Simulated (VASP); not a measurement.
# Si2Ge (P-3m1) in VASP: a series of runs, part 2 of 2

VASP 6.6.1. Earlier steps stand in the parts before.

### 4 Relaxation of cell and atoms, PBE

INCAR

```
ALGO = Normal
EDIFF = 1E-6
EDIFFG = -0.04
ENCUT = 600
GGA = PE
IBRION = 2
ISIF = 3
ISMEAR = 0
LASPH = True
LCHARG = False
LREAL = False
LWAVE = False
NELM = 100
NSW = 90
PREC = Accurate
SIGMA = 0.1
```

KPOINTS

```
k-points
0
Gamma
  6 6 2
```

POSCAR

```
Si2Ge
1.0
    2.8983913400      0.0000000000      0.0000000000
   -1.4491956700      2.5100805300      0.0000000000
    0.0000000000      0.0000000000     13.6563845800
Si Ge
4 2
Direct
    0.3333333300      0.6666666700      0.7500000000
    0.3333333300      0.6666666700      0.4166666700
    0.6666666700      0.3333333300      0.2500000000
    0.6666666700      0.3333333300      0.5833333300
    0.3333333300      0.6666666700      0.0833333300
    0.6666666700      0.3333333300      0.9166666700
```

Potentials or basis: VASP PAW PBE potentials, release 64 (Si, Ge_d).

The run is started by

```
cat potpaw_PBE.64/Si/POTCAR potpaw_PBE.64/Ge_d/POTCAR > POTCAR
mpirun -np 1 vasp_std > vasp.out
```

OUTCAR:

```text
EDIFF = 1E-6
   EDIFFG = -0.04
   ENCUT = 600
   GGA = PE
   IBRION = 2
   ISIF = 3
   ISMEAR = 0
   LASPH = True
   LREAL = False
   NELM = 100
   NSW = 90
   PREC = Accurate

 ion  position               nearest neighbor table
   1  0.333  0.667  0.750-   4 2.83   6 2.83   4 2.83   6 2.83   4 2.83   6 2.83
   2  0.333  0.667  0.417-   4 2.83   4 2.83   4 2.83   3 2.83   3 2.83   3 2.83
   3  0.667  0.333  0.250-   2 2.83   5 2.83   2 2.83   5 2.83   2 2.83   5 2.83
   4  0.667  0.333  0.583-   2 2.83   2 2.83   2 2.83   1 2.83   1 2.83   1 2.83
   5  0.333  0.667  0.083-   6 2.83   6 2.83   6 2.83   3 2.83   3 2.83   3 2.83
   6  0.667  0.333  0.917-   5 2.83   5 2.83   5 2.83   1 2.83   1 2.83   1 2.83

  LATTYP: Found a hexagonal cell.
 ALAT       =     2.8983913400
 C/A-ratio  =     4.7117117663

  Lattice vectors:

 A1 = (   2.8983913400,   0.0000000000,   0.0000000000)
 A2 = (  -1.4491956700,   2.5100805300,   0.0000000000)
 A3 = (   0.0000000000,   0.0000000000,  13.6563845800)

Analysis of symmetry for initial positions (statically):
=====================================================================
 Subroutine PRICEL returns:
 Original cell was already a primitive cell.

 Routine SETGRP: Setting up the symmetry group for a
 hexagonal supercell.

[... 168 lines left out ...]

  FORCE on cell =-STRESS in cart. coord.  units (eV):
  Direction    XX          YY          ZZ          XY          YZ          ZX
  --------------------------------------------------------------------------------------
  -------------------------------------------------------------------------------------
  Total        0.7134783      0.7134783     -2.2942761      0.0000000      0.0000000     -0.0000000
  in kB       11.5056442     11.5056441    -36.9977959      0.0000000      0.0000000     -0.0000000
  external PRESSURE =      -4.6621692 kB  Pullay stress =       0.0000000 kB
[... 101 lines left out ...]
  FREE ENERGIE OF THE ION-ELECTRON SYSTEM (eV)
  ---------------------------------------------------
  free  energy   TOTEN  =       -27.5971027817 eV

  energy  without entropy=      -27.5718495559  energy(sigma->0) =      -27.58447617

[... ionic steps 4 to 21 ...]

--------------------------------------- Ionic step       22  -------------------------------------------

 number of electron      44.0000018 magnetization

------------------------ aborting loop because EDIFF is reached ----------------------------------------
[... 75 lines left out ...]
--------------------------------------- Ionic step       24  -------------------------------------------

 number of electron      44.0000016 magnetization

 Free energy of the ion-electron system (eV)
  ---------------------------------------------------
  ext. energy  EPLUGINS =         0.00000000
  ---------------------------------------------------
  free energy    TOTEN  =       -27.83818981 eV

  energy without entropy =      -27.82896318  energy(sigma->0) =      -27.83357649

 E-fermi :   8.1769     XC(G=0): -10.9978

 val. band max:        8.0992981851   @ k =   0.3333  -0.0000   0.0000
 cond. band min:       8.1961549588   @ k =   0.1667   0.1667   0.0000
 fundamental gap:      0.0968567737
 Fermi energy:         8.1769398910

 k-point     1 :       0.0000    0.0000    0.0000
  band No.  band energies     occupation
      1     -16.4955      2.00000
      2     -16.4944      2.00000
      3     -16.4944      2.00000
      4     -16.4921      2.00000
      5     -16.4921      2.00000
      6     -16.4908      2.00000
[... 428 lines left out ...]
  FREE ENERGIE OF THE ION-ELECTRON SYSTEM (eV)
  ---------------------------------------------------
  free  energy   TOTEN  =       -27.8381898054 eV

  energy  without entropy=      -27.8289631830  energy(sigma->0) =      -27.83357649

 reached required accuracy - stopping structural energy minimisation
```

CONTCAR:

```text
Si2Ge
   1.00000000000000
     3.0347575355495611    0.0000000000000001   -0.0000000000000000
    -1.5173787677747805    2.6281771194863417    0.0000000000000000
     0.0000000000000000   -0.0000000000000000   12.5779584387805716
  Si              Ge
     4     2
Direct
     0.3333333300000021    0.6666666699999979    0.7292379571800631
     0.3333333300000021    0.6666666699999979    0.4260490580854195
     0.6666666699999979    0.3333333300000021    0.2707620428199369
     0.6666666699999979    0.3333333300000021    0.5739509419145807
     0.3333333300000021    0.6666666699999979    0.1076446426882119
     0.6666666699999979    0.3333333300000021    0.8923553573117879

  0.00000000E+00  0.00000000E+00  0.00000000E+00
  0.00000000E+00  0.00000000E+00  0.00000000E+00
  0.00000000E+00  0.00000000E+00  0.00000000E+00
  0.00000000E+00  0.00000000E+00  0.00000000E+00
  0.00000000E+00  0.00000000E+00  0.00000000E+00
  0.00000000E+00  0.00000000E+00  0.00000000E+00
```

It took 19 min on 1 thread of AMD EPYC 7R13 (Zen 3), shared host; peak memory 0.23 GiB.

Results:

```yaml
Free_energy: -27.8382 eV
Relaxed_volume: 16.72 Å³/atom
Relaxed_cell: a = 3.035 Å, b = 3.035 Å, c = 12.578 Å, α = 90.00°, β = 90.00°, γ = 120.00°
Space_group_after_relaxing_to_0.05_Å: P-3m1 (No. 164)
Energy_gained_by_relaxing: 81.1 meV/atom
Ionic_steps: 24
Pressure_after_relaxing: -0.1 GPa
Largest_force_after_relaxing: 0.040 eV/Å
```

Forces in eV/Å, atoms in the order of the input:
```
Si   0.000  0.000 -0.024
Si   0.000  0.000  0.040
Si   0.000  0.000  0.024
Si   0.000  0.000 -0.040
Ge   0.000  0.000  0.036
Ge   0.000  0.000 -0.036
```

Stress tensor (GPa, compression positive):
```
-0.25  0.00  0.00
 0.00 -0.25  0.00
 0.00  0.00  0.11
```

Step by step:
```tsv
step	energy change (eV)	largest force (eV/Å)	pressure (GPa)	volume (Å³)
1	0.0000	0.5478	-0.47	99.35
2	-0.0779	0.5078	0.09	98.64
3	-0.2457	0.6090	1.64	96.29
4	-0.3279	0.4865	-0.40	98.55
5	-0.3732	0.2410	-3.23	102.99
6	-0.3765	0.2563	-2.69	101.98
7	-0.4127	0.2265	-1.60	101.07
8	-0.4173	0.1936	-1.05	100.65
9	-0.4295	0.1943	-0.43	99.62
10	-0.4350	0.1897	0.32	98.42
11	-0.4411	0.1704	0.24	98.45
12	-0.4531	0.2331	0.19	98.55
13	-0.4599	0.2384	0.11	98.76
14	-0.4726	0.2313	0.15	99.40
15	-0.4788	0.0807	-0.08	99.78
16	-0.4796	0.0812	-0.25	99.97
17	-0.4813	0.0859	0.19	99.62
18	-0.4820	0.0855	0.76	99.08
19	-0.4821	0.0875	0.56	99.24
20	-0.4829	0.0822	0.57	99.26
21	-0.4844	0.0518	0.67	99.32
22	-0.4856	0.0430	0.49	99.62
23	-0.4867	0.0433	-0.27	100.52
24	-0.4868	0.0397	-0.13	100.32
```

Final structure:
```
CELL_PARAMETERS angstrom
3.03476 0.00000 0.00000
-1.51738 2.62818 0.00000
0.00000 0.00000 12.57796
ATOMIC_POSITIONS crystal
Si 0.33333 0.66667 0.72924
Si 0.33333 0.66667 0.42605
Si 0.66667 0.33333 0.27076
Si 0.66667 0.33333 0.57395
Ge 0.33333 0.66667 0.10764
Ge 0.66667 0.33333 0.89236
```

Levels at points of the mesh, in eV from the Fermi level:
```
           k point  band 19  band 20  band 21  band 22  band 23  band 24  band 25  band 26
(0.00, 0.00, 0.00)     1.50     4.12     4.12     5.19     5.19     6.00     6.00     6.50
(0.50, 0.00, 0.00)    -4.05    -3.36    -0.90    -0.44     0.49     0.56     1.24     1.64
(0.00, 0.00, 0.50)     4.12     4.12     4.35     5.12     5.12     5.17     6.19     6.19
(0.50, 0.00, 0.50)    -3.57    -2.59    -2.15    -1.06     0.57     1.38     1.51     2.68
```

Caveat: the k points lie up to 0.40 Å⁻¹ apart in the final cell; the bands computed are all filled at some k points, so no gap is given.

### 5 Single point, PBE

This run uses another cell than the first one, of 17.84 Å³/atom, 1.078 times its volume.

INCAR

```
PREC = Accurate ; ENCUT = 520
EDIFF = 1E-6 ; ISMEAR = 0
SIGMA = 0.1 ; LREAL = False
LASPH = True ; NELM = 80
ALGO = Normal ; ISIF = 2
LWAVE = False ; LCHARG = False
GGA = PE ; NBANDS = 31
```

KPOINTS

```
Automatic mesh
0
Gamma
  12 12 4
```

POSCAR

```
Si2Ge
1.0
    3.5673804627      0.0000000000      0.0000000000
   -1.7836902313      3.0894421057      0.0000000000
    0.0000000000      0.0000000000      9.7139173888
Si Ge
4 2
Direct
    0.3333333333      0.6666666667      0.7277520818
    0.3333333333      0.6666666667      0.4140993980
    0.6666666667      0.3333333333      0.2722479182
    0.6666666667      0.3333333333      0.5859006020
    0.3333333333      0.6666666667      0.1010185076
    0.6666666667      0.3333333333      0.8989814924
```

The run is started by

```
cat potpaw_PBE.64/Si/POTCAR potpaw_PBE.64/Ge_d/POTCAR > POTCAR
mpirun -np 1 vasp_std > vasp.out
```

It took 5.6 min on 1 thread of AMD EPYC 7R13 (Zen 3), shared host; peak memory 0.3 GiB.

The run converged. Its results:

| Quantity | Value |
| --- | --- |
| Free energy | -28.4355 eV |
| Pressure | 0.0 GPa |
| Largest force | 0.010 eV/Å |
| Band gap on the k mesh | zero (band 22 reaches 9.59 eV, above the bottom of band 23 at 4.97 eV) |

Forces in eV/Å, atoms in the order of the input:
```
Si   0.000  0.000 -0.010
Si   0.000  0.000 -0.006
Si   0.000  0.000  0.010
Si   0.000  0.000  0.006
Ge   0.000  0.000  0.001
Ge   0.000  0.000 -0.001
```

Levels at points of the mesh, in eV from the Fermi level:
| k point | band 19 | band 20 | band 21 | band 22 | band 23 | band 24 | band 25 | band 26 |
| --- | --- | --- | --- | --- | --- | --- | --- | --- |
| (0.00, 0.00, 0.00) | 0.59 | 0.87 | 0.87 | 2.06 | 2.06 | 2.40 | 3.19 | 3.22 |
| (0.50, 0.00, 0.00) | -2.46 | -2.32 | -1.82 | -1.16 | -0.16 | 0.35 | 1.81 | 2.30 |
| (0.00, 0.00, 0.50) | 0.53 | 0.53 | 2.01 | 2.12 | 3.15 | 3.15 | 3.23 | 3.23 |
| (0.50, 0.00, 0.50) | -2.34 | -1.63 | -0.90 | -0.69 | 0.57 | 1.08 | 1.19 | 1.30 |

### 6 The runs side by side

| task | cell | k mesh | cutoff (eV) | gap on the mesh (eV) | pressure (GPa) | largest force (eV/Å) |
| --- | --- | --- | --- | --- | --- | --- |
| single point | a = 2.898, b = 2.898, c = 13.656 Å, angles 90.0, 90.0, 120.0°, 6 atoms | 6 × 6 × 2 | 520 | none | -0.9 | 0.54 |
| single point | a = 3.032, b = 3.032, c = 12.608 Å, angles 90.0, 90.0, 120.0°, 6 atoms | 6 × 6 × 2 | 520 | none | 0.0 | 0.03 |
| relaxation of cell and atoms | relaxed from a = 2.898, b = 2.898, c = 13.656 Å, angles 90.0, 90.0, 120.0°, 6 atoms | 6 × 6 × 2 | 600 | - | -0.1 | 0.04 |
| single point | a = 3.567, b = 3.567, c = 9.714 Å, angles 90.0, 90.0, 120.0°, 6 atoms | 12 × 12 × 4 | 520 | none | 0.0 | 0.01 |

Alike in all rows: level PBE; potentials or basis VASP PAW PBE potentials, release 64 (Si, Ge_d); no spin polarisation; smearing gaussian 0.1 eV.

Caveats: some runs use coarse meshes; the bands computed are all filled at some k points, so no gap is given (some runs).

Absolute energies hang on the potentials; compare differences alone.
